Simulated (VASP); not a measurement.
Write the native input for VASP 6.6.1 that does the following.

| Property | Result |
| --- | --- |
| Task | single point |
| Functional | PBEsol |
| Potentials or basis | VASP PAW PBE potentials, release 64 (N, Al, Mo_sv, Hf_pv, W_sv) |
| Cutoff | 520 eV |
| k mesh | 5 × 4 × 3 |
| Occupations | gaussian, width 0.1 eV |
| Spin | no spin polarisation |
| Dipole correction | no |
| Further INCAR settings | LREAL = Auto; ALGO = Normal; EDIFF = 1e-06; NBANDS = 88; ISYM = 0 |

The structure of Hf3Al3Mo2W2N10 lies in POSCAR:

```
Hf3Al3Mo2W2N10
1.0
    2.0954976671      2.0583237561      4.2585075458
   -2.1253700888     -2.1644945613      4.3264588628
    6.5554234958     -4.4809983179      2.1767017057
N Al Mo Hf W
10 3 2 3 2
Direct
    0.9479149195      0.7506058822      0.5991781998
    0.8575623531      0.2488140324      0.7676039834
    0.3512342966      0.7370417298      0.7696197781
    0.7538541325      0.7346101597      0.0298226170
    0.1534531712      0.7400412749      0.1977829375
    0.0247196575      0.2531161936      0.4111235729
    0.5506167044      0.7357091295      0.4138846202
    0.4358873115      0.2438476084      0.6074622670
    0.2426996794      0.2696118471      0.0265018967
    0.6686898529      0.2824392614      0.1920191805
    0.1951601122      0.9896869060      0.5979756273
    0.6945233899      0.4943622449      0.5962019407
    0.9096006342      0.4977567119      0.2068843437
    0.7821273378      0.0029623966      0.3877152122
    0.5305749165      0.5109256239      0.9755521807
    0.5969622189      0.9881953157      0.8069770691
    0.9987071121      0.0110401416      0.9990284272
    0.3027022982      0.4869187169      0.3993710511
    0.0735653861      0.4906876361      0.8145125782
    0.4225226270      0.0119911300      0.2174429484
```

One way to write it, as run:

INCAR

```
ALGO     = Normal         # electronic algorithm
EDIFF    = 1E-6           # SCF threshold, eV
ENCUT    = 520            # plane-wave cutoff, eV
GGA      = PS             # functional
ISIF     = 2              # what is computed and relaxed
ISMEAR   = 0              # smearing method
ISYM     = 0            
LASPH    = T              # aspherical terms in the spheres
LCHARG   = T              # write CHGCAR
LELF     = T              # ELF
LREAL    = Auto         
LVHAR    = T            
LWAVE    = F              # write WAVECAR
NBANDS   = 88             # bands
NELM     = 80             # most SCF steps
PREC     = Accurate       # precision mode
SIGMA    = 0.1            # smearing width, eV
```

KPOINTS

```
k-points
0
Gamma
  5 4 3
```

Potentials or basis: VASP PAW PBE potentials, release 64 (N, Al, Mo_sv, Hf_pv, W_sv).

Launch:

```sh
$ cat potpaw_PBE.64/N/POTCAR potpaw_PBE.64/Al/POTCAR potpaw_PBE.64/Mo_sv/POTCAR potpaw_PBE.64/Hf_pv/POTCAR potpaw_PBE.64/W_sv/POTCAR > POTCAR
$ mpirun -np 1 vasp_std > vasp.out
```

It gave:

```
Pressure               : -0.6 GPa
Largest force          : 0.118 eV/Å
Band gap on the k mesh : zero (an odd number of electrons rules out a gap without spin polarisation)
```

Caveat: the PAW data sets were made with another functional, which shifts forces and pressure a little; spin-orbit coupling is left out, which moves the levels of the heavy elements; an odd number of electrons without spin polarisation forces a metal; a magnetic or distorted state may lie lower.

Wall time 25 min on 1 thread of Intel(R) Xeon(R) Platinum 8559C (Emerald Rapids), on a shared host, peak memory 0.53 GiB.
